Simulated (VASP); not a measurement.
Au, 2 atoms in the cell. The structure is tetragonal, space group I4/mmm (No. 139). The conventional cell has a = 3.372 Å, b = 3.372 Å, c = 2.992 Å, α = 90.00°, β = 90.00°, γ = 90.00°. Within 3.7 Å of Au (site symmetry 4/mmm) lie 14 Au at 2.81 to 3.37 Å.  This cell differs from its parent crystal: biaxial strain in the a-b plane: +4.0 %, then relaxed in part.

| Quantity | Value |
| --- | --- |
| Program | VASP 6.6.1 |
| Task | single point |
| Functional | PBEsol |
| Potentials or basis | VASP PAW PBE potentials, release 64 (Au) |
| Cutoff | 520 eV |
| k mesh | 16 × 16 × 16 |
| Occupations | gaussian, width 0.1 eV |
| Spin | no spin polarisation |
| Dipole correction | no |
| Further INCAR settings | ALGO = Fast; EDIFF = 1e-07; NBANDS = 18 |

Potentials or basis: VASP PAW PBE potentials, release 64 (Au).

Launch:

```console
$ cat potpaw_PBE.64/Au/POTCAR > POTCAR
$ mpirun -np 1 vasp_std > vasp.out
```

Hardware: 1 thread of Intel(R) Xeon(R) Platinum 8259CL CPU @ 2.50GHz (Skylake/Cascade Lake) (shared host).

Task: Estimate the wall time of this run.

Result: Run time: 3.8 min on 1 thread of Intel(R) Xeon(R) Platinum 8259CL CPU @ 2.50GHz (Skylake/Cascade Lake), on a shared host, peak memory 0.31 GiB. Counts: scf iterations 15, k points 405.
